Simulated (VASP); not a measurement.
# GaN (F-43m) in VASP: a series of runs

Aim: see how the results for GaN move with the level of theory and the settings. Levels: LDA, BLYP+D3(BJ). Tasks: single point.

All numbers are computed with VASP 6.6.1; they aren't measurements. Logs are shortened: lines on timing, memory, paths and dates and some standing lists are left out, and cuts for length are marked.

## (1) The cell of the first run

Symmetry: F-43m, No. 216, cubic system. Conventional cell: a = 4.537 Å, b = 4.537 Å, c = 4.537 Å, α = 90.00°, β = 90.00°, γ = 90.00°. Within 2.6 Å of Ga (site symmetry -43m) lie 4 N at 1.96 Å. Within 2.6 Å of N (site symmetry -43m) lie 4 Ga at 1.96 Å.

## (2) Single point, LDA

INCAR

```
ALGO = Normal
EDIFF = 1E-6
ENCUT = 910
GGA_COMPAT = False
ISIF = 2
ISMEAR = -1
LASPH = True
LCHARG = False
LREAL = False
LWAVE = False
NBANDS = 16
NELM = 120
PREC = Accurate
SIGMA = 0.05
```

KPOINTS

```
k-points
0
Gamma
  10 10 10
```

POSCAR

```
GaN
1.0
    0.0000000000      2.2684248875      2.2684248875
    2.2684248875      0.0000000000      2.2684248875
    2.2684248875      2.2684248875      0.0000000000
Ga N
1 1
Direct
    0.0000000000      0.0000000000      0.0000000000
    0.2500000000      0.2500000000      0.2500000000
```

Potentials or basis: VASP PAW LDA potentials, release 64 (Ga_d, N_h).

Command:

```bash
$ cat potpaw_LDA.64/Ga_d/POTCAR potpaw_LDA.64/N_h/POTCAR > POTCAR
$ mpirun -np 1 vasp_std > vasp.out
```

OUTCAR:

```text
EDIFF = 1E-6
   ENCUT = 910
   ISIF = 2
   ISMEAR = -1
   LASPH = True
   LREAL = False
   NELM = 120
   PREC = Accurate

 ion  position               nearest neighbor table
   1  0.000  0.000  0.000-   2 1.96   2 1.96   2 1.96   2 1.96
   2  0.250  0.250  0.250-   1 1.96   1 1.96   1 1.96   1 1.96

  LATTYP: Found a face centered cubic cell.
 ALAT       =     4.5368497750

  Lattice vectors:

 A1 = (   0.0000000000,   2.2684248875,   2.2684248875)
 A2 = (   2.2684248875,   0.0000000000,   2.2684248875)
 A3 = (   2.2684248875,   2.2684248875,   0.0000000000)

Analysis of symmetry for initial positions (statically):
=====================================================================
 Subroutine PRICEL returns:
 Original cell was already a primitive cell.

 Routine SETGRP: Setting up the symmetry group for a
 face centered cubic supercell.

 Subroutine GETGRP returns: Found 24 space group operations
 (whereof 24 operations were pure point group operations)
 out of a pool of 48 trial point group operations.

The static configuration has the point symmetry T_d .

Analysis of symmetry for dynamics (positions and initial velocities):
=====================================================================
 Subroutine PRICEL returns:
 Original cell was already a primitive cell.

 Routine SETGRP: Setting up the symmetry group for a
 face centered cubic supercell.

 Subroutine GETGRP returns: Found 24 space group operations
 (whereof 24 operations were pure point group operations)
 out of a pool of 48 trial point group operations.

The dynamic configuration has the point symmetry T_d .

 Subroutine INISYM returns: Found 24 space group operations
 (whereof 24 operations are pure point group operations),
 and found     1 'primitive' translations

----------------------------------------------------------------------------------------

                                     Primitive cell

  volume of cell :      23.3455

  direct lattice vectors                    reciprocal lattice vectors
     0.000000000  2.268424888  2.268424888    -0.220417261  0.220417261  0.220417261
     2.268424888  0.000000000  2.268424888     0.220417261 -0.220417261  0.220417261
     2.268424888  2.268424888  0.000000000     0.220417261  0.220417261 -0.220417261

  length of vectors
     3.208037241  3.208037241  3.208037241     0.381773895  0.381773895  0.381773895

  position of ions in fractional coordinates (direct lattice)
     0.000000000  0.000000000  0.000000000
     0.250000000  0.250000000  0.250000000

  ion indices of the primitive-cell ions
   primitive index   ion index
                 1           1
                 2           2

----------------------------------------------------------------------------------------

 KPOINTS: k-points

Automatic generation of k-mesh.
 Grid dimensions read from file:
 generate k-points for:   10   10   10

 Generating k-lattice:

  Cartesian coordinates                     Fractional coordinates (reciprocal lattice)
    -0.022041726  0.022041726  0.022041726     0.100000000  0.000000000  0.000000000
     0.022041726 -0.022041726  0.022041726     0.000000000  0.100000000  0.000000000
     0.022041726  0.022041726 -0.022041726     0.000000000  0.000000000  0.100000000

  Length of vectors
     0.038177389  0.038177389  0.038177389

  Shift w.r.t. Gamma in fractional coordinates (k-lattice)
     0.000000000  0.000000000  0.000000000

 Subroutine IBZKPT returns following result:
 ===========================================

 Found     47 irreducible k-points:

 Following reciprocal coordinates:
            Coordinates               Weight
  0.000000  0.000000  0.000000      1.000000
  0.100000  0.000000  0.000000      8.000000
  0.200000  0.000000  0.000000      8.000000
  0.300000  0.000000  0.000000      8.000000
  0.400000  0.000000  0.000000      8.000000
  0.500000  0.000000  0.000000      4.000000
[... 16 lines left out ...]
  0.300000  0.300000  0.000000      6.000000
  0.400000  0.300000  0.000000     24.000000
 [... further k-points ...]
   k-points           NKPTS =     47   k-points in BZ     NKDIM =     47   number of bands    NBANDS=     16
   number of dos      NEDOS =    301   number of ions     NIONS =      2
   total plane-waves  NPLWV =  32768
   dimension x,y,z NGX =    32 NGY =   32 NGZ =   32
   dimension x,y,z NGXF=    64 NGYF=   64 NGZF=   64
   ions per type =               1   1
   NGX,Y,Z   is equivalent  to a cutoff of  16.58, 16.58, 16.58 a.u.
   NGXF,Y,Z  is equivalent  to a cutoff of  33.17, 33.17, 33.17 a.u.
 SYSTEM =  unknown system
   PREC   = accura    normal or accurate (medium, high low for compatibility)
   ISTART =      0    job   : 0-new  1-cont  2-samecut
   ICHARG =      2    charge: 1-file 2-atom 10-const
   ISPIN  =      1    spin polarized calculation?
   LNONCOLLINEAR =      F non collinear calculations
   LSORBIT =      F    spin-orbit coupling
   LASPH  =      T    aspherical Exc in radial PAW
   ENCUT  =  910.0 eV  66.88 Ry    8.18 a.u.   7.89  7.89  7.89*2*pi/ulx,y,z
   NELM   =    120;   NELMIN=  2; NELMDL= -5     # of ELM steps
   EDIFF  = 0.1E-05   stopping-criterion for ELM
   LREAL  =      F    real-space projection
   EDIFFG = 0.1E-04   stopping-criterion for IOM
   NSW    =      0    number of steps for IOM
   IBRION =     -1    ionic relax: 0-MD 1-quasi-New 2-CG
   NFREE  =      0    steps in history (QN), initial steepest desc. (CG)
   ISIF   =      2    stress and relaxation
   ISYM   =      2    0-nonsym 1-usesym 2-fastsym
   POTIM  = 0.5000    time-step for ionic-motion
   TEBEG  =    0.0;   TEEND  =   0.0 temperature during run
   PSTRESS=    0.0 pullay stress
   NELECT =      18.0000    total number of electrons
   NUPDOWN=      -1.0000    fix difference up-down
   EMIN   =  10.00;   EMAX   =-10.00  energy-range for DOS
   EFERMI =   0.00;   METHOD = LEGACY
   ISMEAR =    -1;   SIGMA  =   0.05  broadening in eV -4-tet -1-fermi 0-gaus
   EFERMI_NEDOS =   21; number of points for ismear=-14 and -15
   IALGO  =     38    algorithm
   IMIX   =      4    mixing-type and parameters
     AMIX     =   0.40;   BMIX     =  1.00
     AMIX_MAG =   1.60;   BMIX_MAG =  1.00
  volume/ion in A,a.u.               =      11.67        78.77
  Fermi-wavevector in a.u.,A,eV,Ry     =   1.501175  2.836809 30.661079  2.253526
  Thomas-Fermi vector in A             =   2.612580
   LORBIT       =      0    0 simple, 1 ext, 2 COOP (PROOUT), +10 PAW based schemes
   GGA     = CA    functional components
   LHFCALC =     F    Hartree Fock is set to
   AEXX    =    0.0000 exact exchange contribution
   IVDW    =     0    specifies the selected vdW correction
   LEPSILON=     F    determine dielectric tensor
   LRPA    =     F    only Hartree local field effects (RPA)
 non-spin polarized calculation
  energy-cutoff  :      910.00
  volume of cell :       23.35
 maximum number of plane-waves:      1476
   NGX = 15   NGY = 15   NGZ = 15

 number of electron      18.0000004 magnetization

 Free energy of the ion-electron system (eV)
  ---------------------------------------------------
  ext. energy  EPLUGINS =         0.00000000
  ---------------------------------------------------
  free energy    TOTEN  =       -13.91499905 eV

  energy without entropy =      -13.91499905  energy(sigma->0) =      -13.91499905

 E-fermi :   5.9758     XC(G=0): -12.0277

 val. band max:        5.1171967629   @ k =   0.0000   0.0000   0.0000
 cond. band min:       6.7381158709   @ k =   0.0000   0.0000   0.0000
 fundamental gap:      1.6209191080
 Fermi energy:         5.9757581635

 k-point     1 :       0.0000    0.0000    0.0000
  band No.  band energies     occupation
      1     -10.5159      2.00000
      2      -8.4190      2.00000
      3      -8.4190      2.00000
      4      -8.4190      2.00000
      5      -8.1203      2.00000
      6      -8.1203      2.00000
[... 8 lines left out ...]
     15      23.6513      0.00000
     16      23.6513      0.00000

 k-point     2 :       0.1000    0.0000    0.0000
  band No.  band energies     occupation
      1     -10.4097      2.00000
      2      -8.4062      2.00000
      3      -8.4062      2.00000
      4      -8.3761      2.00000
      5      -8.1215      2.00000
      6      -8.1215      2.00000
[... 8 lines left out ...]
     15      22.4072      0.00000
     16      22.4072      0.00000

 k-point     3 :       0.2000    0.0000    0.0000
  band No.  band energies     occupation
      1     -10.1511      2.00000
      2      -8.3765      2.00000
      3      -8.3765      2.00000
      4      -8.1948      2.00000
      5      -8.1203      2.00000
      6      -8.1203      2.00000
[... 8 lines left out ...]
     15      21.6485      0.00000
     16      21.6485      0.00000

 k-point     4 :       0.3000    0.0000    0.0000
  band No.  band energies     occupation
      1      -9.8999      2.00000
      2      -8.3503      2.00000
      3      -8.3503      2.00000
      4      -8.1073      2.00000
      5      -8.1073      2.00000
      6      -7.7558      2.00000
[... 8 lines left out ...]
     15      22.0895      0.00000
     16      22.0895      0.00000

 k-point     5 :       0.4000    0.0000    0.0000
  band No.  band energies     occupation
      1      -9.7685      2.00000
      2      -8.3392      2.00000
      3      -8.3392      2.00000
      4      -8.0860      2.00000
      5      -8.0860      2.00000
      6      -7.1040      2.00000
[... 8 lines left out ...]
     15      23.4081      0.00000
     16      23.4081      0.00000

 k-point     6 :       0.5000    0.0000    0.0000
  band No.  band energies     occupation
      1      -9.7341      2.00000
      2      -8.3372      2.00000
      3      -8.3372      2.00000
      4      -8.0754      2.00000
      5      -8.0754      2.00000
      6      -6.7280      2.00000
[... 8 lines left out ...]
     15      24.3401      0.00000
     16      24.3401      0.00000
[... 267 lines left out ...]
 k-point    21 :      -0.3000    0.2000    0.0000
  band No.  band energies     occupation
      1      -9.7088      2.00000
      2      -8.3284      2.00000
      3      -8.2865      2.00000
      4      -8.1264      2.00000
      5      -8.1216      2.00000
      6      -6.9685      2.00000
[... 8 lines left out ...]
     15      21.9708      0.00000
     16      25.3372      0.00000

 k-point    22 :      -0.2000    0.2000    0.0000
  band No.  band energies     occupation
      1      -9.8235      2.00000
      2      -8.3352      2.00000
      3      -8.3209      2.00000
      4      -8.1413      2.00000
      5      -8.1271      2.00000
      6      -7.5730      2.00000
[... 8 lines left out ...]
     15      22.0560      0.00000
     16      25.2361      0.00000

 k-point    23 :       0.3000    0.3000    0.0000
  band No.  band energies     occupation
      1      -9.7542      2.00000
      2      -8.2756      2.00000
      3      -8.2403      2.00000
      4      -8.2403      2.00000
      5      -8.0725      2.00000
      6      -7.5386      2.00000
[... 8 lines left out ...]
     15      26.8987      0.00000
     16      27.0997      0.00000

 k-point    24 :       0.4000    0.3000    0.0000
  band No.  band energies     occupation
      1      -9.6718      2.00000
      2      -8.2951      2.00000
      3      -8.2083      2.00000
      4      -8.2078      2.00000
      5      -8.0628      2.00000
      6      -7.0461      2.00000
[... 8 lines left out ...]
     15      26.9605      0.00000
     16      27.2256      0.00000

 [... further k-points ...]
[... 5 lines left out ...]
  --------------------------------------------------------------------------------------
  -------------------------------------------------------------------------------------
  Total       -1.3212837     -1.3212837     -1.3212837      0.0000000      0.0000000     -0.0000000
  in kB      -90.6783205    -90.6783205    -90.6783205      0.0000000      0.0000000     -0.0000000
  external PRESSURE =     -90.6783205 kB  Pullay stress =       0.0000000 kB

 VOLUME and BASIS-vectors are now :
 -----------------------------------------------------------------------------
  energy-cutoff  :      910.00
  volume of cell :       23.35
      direct lattice vectors                 reciprocal lattice vectors
     0.000000000  2.268424888  2.268424888    -0.220417261  0.220417261  0.220417261
     2.268424888  0.000000000  2.268424888     0.220417261 -0.220417261  0.220417261
     2.268424888  2.268424888  0.000000000     0.220417261  0.220417261 -0.220417261

 POSITION                                       TOTAL-FORCE (eV/Angst)
 -----------------------------------------------------------------------------------
      0.00000      0.00000      0.00000        -0.000000     -0.000000     -0.000000
      1.13421      1.13421      1.13421         0.000000      0.000000      0.000000
 -----------------------------------------------------------------------------------
    total drift:                                0.000000      0.000000      0.000000

  FREE ENERGIE OF THE ION-ELECTRON SYSTEM (eV)
  ---------------------------------------------------
  free  energy   TOTEN  =       -13.9149990542 eV

  energy  without entropy=      -13.9149990534  energy(sigma->0) =      -13.91499905
```

It took 14 s on 1 thread of Intel Xeon Platinum 8488C (Sapphire Rapids), shared host; peak memory 0.18 GiB.

What came out:

```yaml
Free_energy: -13.9150 eV
Pressure: -9.1 GPa
Band_gap_on_the_k_mesh: 1.62 eV, direct
```

Levels at points of the mesh, in eV from the valence-band top:
| k point | band 7 | band 8 | band 9 | band 10 | band 11 | band 12 |
| --- | --- | --- | --- | --- | --- | --- |
| (0.00, 0.00, 0.00) | 0.00 | 0.00 | 0.00 | 1.62 | 9.99 | 9.99 |
| (0.50, 0.00, 0.00) | -6.99 | -0.95 | -0.95 | 4.41 | 8.50 | 10.10 |
| (0.50, 0.50, 0.00) | -6.12 | -2.66 | -2.66 | 3.24 | 6.37 | 11.37 |

Caveat: the cutoff is under 1.25 times the usual one of these potentials, so pressure, stress and relaxed cells hold a basis-set (Pulay) error.

(Continued in part 2 of 3.)
